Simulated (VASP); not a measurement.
# Ga2O3 (R-3c) in VASP: relaxation of cell and atoms with PBE+D3(BJ)

Aim: the relaxation of cell and atoms of Ga2O3 with PBE+D3(BJ).

All numbers are computed with VASP 6.6.1; they aren't measurements. Logs are shortened: lines on timing, memory, paths and dates and some standing lists are left out, and cuts for length are marked.

## 1. The cell of the first run

It takes space group R-3c (No. 167, trigonal). The conventional cell has a = 4.999 Å, b = 4.999 Å, c = 13.501 Å, α = 90.00°, β = 90.00°, γ = 120.00°. Ga (site symmetry 3) has 6 O at 1.93 to 2.08 Å within 2.6 Å. O (site symmetry 2) has 4 Ga at 1.93 to 2.08 Å and 8 O at 2.62 to 2.85 Å within 2.9 Å.

## 2. Relaxation of cell and atoms, PBE+D3(BJ)

INCAR reads:

```
PREC = Accurate
ENCUT = 600
EDIFF = 1E-7
ISMEAR = 0
SIGMA = 0.02
LREAL = F
LASPH = T
NELM = 120
ALGO = Normal
ISIF = 3
LWAVE = F
LCHARG = F
GGA = PE
IVDW = 12
IBRION = 2
NSW = 100
EDIFFG = -0.002
GGA_COMPAT = F
NELMIN = 4
```

KPOINTS reads:

```
Automatic mesh
0
Gamma
  6 6 6
```

POSCAR reads:

```
Ga2O3
1.0
    2.4997250000      1.4432169000      4.5003166700
   -2.4997250000      1.4432169000      4.5003166700
    0.0000000000     -2.8864338000      4.5003166700
Ga O
4 6
Direct
    0.8559600000      0.8559600000      0.8559600000
    0.6440400000      0.6440400000      0.6440400000
    0.1440400000      0.1440400000      0.1440400000
    0.3559600000      0.3559600000      0.3559600000
    0.0526000000      0.4474000000      0.7500000000
    0.7500000000      0.0526000000      0.4474000000
    0.4474000000      0.7500000000      0.0526000000
    0.9474000000      0.5526000000      0.2500000000
    0.2500000000      0.9474000000      0.5526000000
    0.5526000000      0.2500000000      0.9474000000
```

Potentials or basis: VASP PAW PBE potentials, release 64 (Ga_d, O).

On the command line:

```bash
> cat potpaw_PBE.64/Ga_d/POTCAR potpaw_PBE.64/O/POTCAR > POTCAR
> mpirun -np 1 vasp_std > vasp.out
```

OUTCAR:

```text
PREC = Accurate
   ENCUT = 600
   EDIFF = 1E-7
   ISMEAR = 0
   LREAL = F
   LASPH = T
   NELM = 120
   ISIF = 3
   GGA = PE
   IVDW = 12
   IBRION = 2
   NSW = 100
   EDIFFG = -0.002
   NELMIN = 4
 IVDW          = 12

 ion  position               nearest neighbor table
   1  0.856  0.856  0.856-   9 1.93   8 1.93  10 1.93   7 2.08   6 2.08   5 2.08   2 2.86
   2  0.644  0.644  0.644-  10 1.93   8 1.93   9 1.93   6 2.08   7 2.08   5 2.08   1 2.86
   3  0.144  0.144  0.144-   6 1.93   5 1.93   7 1.93  10 2.08   9 2.08   8 2.08   4 2.86
   4  0.356  0.356  0.356-   7 1.93   5 1.93   6 1.93   9 2.08  10 2.08   8 2.08   3 2.86
   5  0.053  0.447  0.750-   3 1.93   4 1.93   1 2.08   2 2.08
   6  0.750  0.053  0.447-   3 1.93   4 1.93   2 2.08   1 2.08
   7  0.447  0.750  0.053-   4 1.93   3 1.93   1 2.08   2 2.08
   8  0.947  0.553  0.250-   1 1.93   2 1.93   3 2.08   4 2.08
   9  0.250  0.947  0.553-   1 1.93   2 1.93   4 2.08   3 2.08
  10  0.553  0.250  0.947-   2 1.93   1 1.93   3 2.08   4 2.08

  LATTYP: Found a trigonal (rhomboedric) cell.
 ALAT       =     5.3464334118
 COS(alpha) =     0.5627939752

  Lattice vectors:

 A1 = (   2.4997250000,   1.4432169000,   4.5003166700)
 A2 = (  -2.4997250000,   1.4432169000,   4.5003166700)
 A3 = (   0.0000000000,  -2.8864338000,   4.5003166700)

Analysis of symmetry for initial positions (statically):
=====================================================================
 Subroutine PRICEL returns:
 Original cell was already a primitive cell.

 Routine SETGRP: Setting up the symmetry group for a
 trigonal (rhombohedral) supercell.

 Subroutine GETGRP returns: Found 12 space group operations
 (whereof  6 operations were pure point group operations)
 out of a pool of 12 trial point group operations.

The static configuration has the point symmetry S_6 .
 The point group associated with its full space group is D_3d.

Analysis of symmetry for dynamics (positions and initial velocities):
=====================================================================
 Subroutine PRICEL returns:
 Original cell was already a primitive cell.

 Routine SETGRP: Setting up the symmetry group for a
 trigonal (rhombohedral) supercell.

 Subroutine GETGRP returns: Found 12 space group operations
 (whereof  6 operations were pure point group operations)
 out of a pool of 12 trial point group operations.

The dynamic configuration has the point symmetry S_6 .
 The point group associated with its full space group is D_3d.

 Subroutine INISYM returns: Found 12 space group operations
 (whereof  6 operations are pure point group operations),
 and found     1 'primitive' translations

----------------------------------------------------------------------------------------

                                     Primitive cell

  volume of cell :      97.4133

  direct lattice vectors                    reciprocal lattice vectors
     2.499725000  1.443216900  4.500316670     0.200022002  0.115482757  0.074068862
    -2.499725000  1.443216900  4.500316670    -0.200022002  0.115482757  0.074068862
     0.000000000 -2.886433800  4.500316670     0.000000000 -0.230965514  0.074068862

  length of vectors
     5.346433412  5.346433412  5.346433410     0.242551572  0.242551572  0.242551572

  position of ions in fractional coordinates (direct lattice)
     0.855960000  0.855960000  0.855960000
     0.644040000  0.644040000  0.644040000
     0.144040000  0.144040000  0.144040000
     0.355960000  0.355960000  0.355960000
     0.052600000  0.447400000  0.750000000
     0.750000000  0.052600000  0.447400000
     0.447400000  0.750000000  0.052600000
     0.947400000  0.552600000  0.250000000
     0.250000000  0.947400000  0.552600000
     0.552600000  0.250000000  0.947400000

  ion indices of the primitive-cell ions
   primitive index   ion index
                 1           1
                 2           2
                 3           3
                 4           4
                 5           5
                 6           6
                 7           7
                 8           8
                 9           9
                10          10

----------------------------------------------------------------------------------------

 KPOINTS: Automatic mesh

Automatic generation of k-mesh.
 Grid dimensions read from file:
 generate k-points for:    6    6    6

 Generating k-lattice:

  Cartesian coordinates                     Fractional coordinates (reciprocal lattice)
     0.033337000  0.019247126  0.012344810     0.166666667 -0.000000000  0.000000000
    -0.033337000  0.019247126  0.012344810    -0.000000000  0.166666667  0.000000000
     0.000000000 -0.038494252  0.012344810     0.000000000  0.000000000  0.166666667

  Length of vectors
     0.040425262  0.040425262  0.040425262

  Shift w.r.t. Gamma in fractional coordinates (k-lattice)
     0.000000000  0.000000000  0.000000000

 Subroutine IBZKPT returns following result:
 ===========================================

 Found     32 irreducible k-points:

 Following reciprocal coordinates:
            Coordinates               Weight
  0.000000  0.000000  0.000000      1.000000
  0.166667  0.000000 -0.000000      6.000000
  0.333333  0.000000  0.000000      6.000000
  0.500000  0.000000  0.000000      3.000000
  0.166667  0.166667 -0.000000      6.000000
  0.333333  0.166667  0.000000     12.000000
[... 16 lines left out ...]
  0.500000  0.500000  0.166667      6.000000
 -0.333333  0.500000  0.166667     12.000000
 [... further k-points ...]
   k-points           NKPTS =     32   k-points in BZ     NKDIM =     32   number of bands    NBANDS=     52
   number of dos      NEDOS =    301   number of ions     NIONS =     10
   total plane-waves  NPLWV = 110592
   dimension x,y,z NGX =    48 NGY =   48 NGZ =   48
   dimension x,y,z NGXF=    96 NGYF=   96 NGZF=   96
   ions per type =               4   6
   NGX,Y,Z   is equivalent  to a cutoff of  14.93, 14.93, 14.93 a.u.
   NGXF,Y,Z  is equivalent  to a cutoff of  29.85, 29.85, 29.85 a.u.
 SYSTEM =  unknown system
   PREC   = accura    normal or accurate (medium, high low for compatibility)
   ISTART =      0    job   : 0-new  1-cont  2-samecut
   ICHARG =      2    charge: 1-file 2-atom 10-const
   ISPIN  =      1    spin polarized calculation?
   LNONCOLLINEAR =      F non collinear calculations
   LSORBIT =      F    spin-orbit coupling
   LASPH  =      T    aspherical Exc in radial PAW
   ENCUT  =  600.0 eV  44.10 Ry    6.64 a.u.  10.68 10.68 10.68*2*pi/ulx,y,z
   NELM   =    120;   NELMIN=  4; NELMDL= -5     # of ELM steps
   EDIFF  = 0.1E-06   stopping-criterion for ELM
   LREAL  =      F    real-space projection
   EDIFFG = -.2E-02   stopping-criterion for IOM
   NSW    =    100    number of steps for IOM
   IBRION =      2    ionic relax: 0-MD 1-quasi-New 2-CG
   NFREE  =      1    steps in history (QN), initial steepest desc. (CG)
   ISIF   =      3    stress and relaxation
   ISYM   =      2    0-nonsym 1-usesym 2-fastsym
   POTIM  = 0.5000    time-step for ionic-motion
   TEBEG  =    0.0;   TEEND  =   0.0 temperature during run
   PSTRESS=    0.0 pullay stress
   NELECT =      88.0000    total number of electrons
   NUPDOWN=      -1.0000    fix difference up-down
   EMIN   =  10.00;   EMAX   =-10.00  energy-range for DOS
   EFERMI =   0.00;   METHOD = LEGACY
   ISMEAR =     0;   SIGMA  =   0.02  broadening in eV -4-tet -1-fermi 0-gaus
   EFERMI_NEDOS =   21; number of points for ismear=-14 and -15
   IALGO  =     38    algorithm
   IMIX   =      4    mixing-type and parameters
     AMIX     =   0.40;   BMIX     =  1.00
     AMIX_MAG =   1.60;   BMIX_MAG =  1.00
  volume/ion in A,a.u.               =       9.74        65.74
  Fermi-wavevector in a.u.,A,eV,Ry     =   1.582570  2.990624 34.076181  2.504529
  Thomas-Fermi vector in A             =   2.682473
   LORBIT       =      0    0 simple, 1 ext, 2 COOP (PROOUT), +10 PAW based schemes
   GGA     = PE    functional components
   LHFCALC =     F    Hartree Fock is set to
   AEXX    =    0.0000 exact exchange contribution
   IVDW    =    12    specifies the selected vdW correction
   LEPSILON=     F    determine dielectric tensor
   LRPA    =     F    only Hartree local field effects (RPA)
 conjugate gradient relaxation of ions
 non-spin polarized calculation
 Gauss-broadening in eV      SIGMA  =   0.02
  energy-cutoff  :      600.00
  volume of cell :       97.41
 maximum number of plane-waves:      3270
 NGX is ok and might be reduce to    48
   NGX = 21   NGY = 21   NGZ = 21

--------------------------------------- Ionic step        1  -------------------------------------------

 number of electron      87.9999994 magnetization

 Free energy of the ion-electron system (eV)
  ---------------------------------------------------
  ext. energy  EPLUGINS =         0.00000000
  ---------------------------------------------------
  free energy    TOTEN  =       -59.31664786 eV

  energy without entropy =      -59.31664786  energy(sigma->0) =      -59.31664786

------------------------ aborting loop because EDIFF is reached ----------------------------------------

 Edisp (eV)   -2.14358

 E8    (eV) :    -0.8387
[... 129 lines left out ...]
  FREE ENERGIE OF THE ION-ELECTRON SYSTEM (eV)
  ---------------------------------------------------
  free  energy   TOTEN  =       -61.4848062408 eV

  energy  without entropy=      -61.4848062408  energy(sigma->0) =      -61.48480624

[... ionic steps 4 to 9 ...]

--------------------------------------- Ionic step       10  -------------------------------------------

 number of electron      87.9999997 magnetization

------------------------ aborting loop because EDIFF is reached ----------------------------------------
[... 91 lines left out ...]
--------------------------------------- Ionic step       12  -------------------------------------------

 number of electron      87.9999997 magnetization

 Free energy of the ion-electron system (eV)
  ---------------------------------------------------
  ext. energy  EPLUGINS =         0.00000000
  ---------------------------------------------------
  free energy    TOTEN  =       -59.38194537 eV

  energy without entropy =      -59.38194537  energy(sigma->0) =      -59.38194537

 E-fermi :   4.3849     XC(G=0): -12.0390

 val. band max:        4.2474740998   @ k =  -0.1667   0.1667   0.0000
 cond. band min:       6.7773414799   @ k =   0.0000   0.0000   0.0000
 fundamental gap:      2.5298673801
 Fermi energy:         4.3848608040

 k-point     1 :       0.0000    0.0000    0.0000
  band No.  band energies     occupation
      1     -14.5393      2.00000
      2     -12.6317      2.00000
      3     -12.6317      2.00000
      4     -12.6019      2.00000
      5     -12.5896      2.00000
      6     -12.5896      2.00000
[... 1309 lines left out ...]
     51      14.0558      0.00000
     52      14.8910      0.00000

 [... further k-points ...]

------------------------ aborting loop because EDIFF is reached ----------------------------------------

 Edisp (eV)   -2.10319

 E8    (eV) :    -0.8228
[... 33 lines left out ...]
  FREE ENERGIE OF THE ION-ELECTRON SYSTEM (eV)
  ---------------------------------------------------
  free  energy   TOTEN  =       -61.4851338019 eV

  energy  without entropy=      -61.4851338019  energy(sigma->0) =      -61.48513380

 reached required accuracy - stopping structural energy minimisation
```

Run time: 41 min. Hardware: 1 thread of AMD EPYC 7R43 (Zen 3), shared host; peak memory 0.43 GiB.

Results:

| Property | Result |
| --- | --- |
| Free energy | -61.4851 eV |
| Relaxed volume | 9.92 Å³/atom |
| Relaxed cell | a = 5.370 Å, b = 5.370 Å, c = 5.370 Å, α = 55.95°, β = 55.95°, γ = 55.95° |
| Space group after relaxing (to 0.1 Å) | R-3c (No. 167) |
| Energy gained by relaxing | 2.5 meV/atom |
| Ionic steps | 12 |
| Pressure after relaxing | 0.0 GPa |
| Band gap on the k mesh | 2.53 eV (least direct gap 2.77 eV) |
| Dispersion energy per atom | -0.210 eV |

Step by step:
```
step  energy change (eV)  largest force (eV/Å)  pressure (GPa)  volume (Å³)
   1              0.0000                0.0507            4.08        97.41
   2             -0.0065                0.0101           -3.39       100.95
   3             -0.0246                0.0254           -0.09        99.29
   4             -0.0246                0.0259            0.01        99.25
   5             -0.0249                0.0073            0.04        99.22
   6             -0.0249                0.0053            0.08        99.21
   7             -0.0249                0.0055            0.05        99.21
   8             -0.0249                0.0026           -0.05        99.25
   9             -0.0249                0.0032            0.00        99.25
  10             -0.0249                0.0025           -0.03        99.25
  11             -0.0249                0.0031           -0.02        99.25
  12             -0.0249                0.0011            0.01        99.24
```

Final structure:
```yaml
crystal:
  lattice:
    - [2.51918, 1.45445, 4.51421]
    - [-2.51918, 1.45445, 4.51421]
    - [0.00000, -2.90890, 4.51421]
  atoms:
    - { symbol: Ga, position: [0.85600, 0.85600, 0.85600] }
    - { symbol: Ga, position: [0.64400, 0.64400, 0.64400] }
    - { symbol: Ga, position: [0.14400, 0.14400, 0.14400] }
    - { symbol: Ga, position: [0.35600, 0.35600, 0.35600] }
    - { symbol: O, position: [0.05316, 0.44684, 0.75000] }
    - { symbol: O, position: [0.75000, 0.05316, 0.44684] }
    - { symbol: O, position: [0.44684, 0.75000, 0.05316] }
    - { symbol: O, position: [0.94684, 0.55316, 0.25000] }
    - { symbol: O, position: [0.25000, 0.94684, 0.55316] }
    - { symbol: O, position: [0.55316, 0.25000, 0.94684] }
```

A k mesh can miss the band edges. Expect the measured gap to be larger: semilocal functionals such as PBE lack the derivative discontinuity.
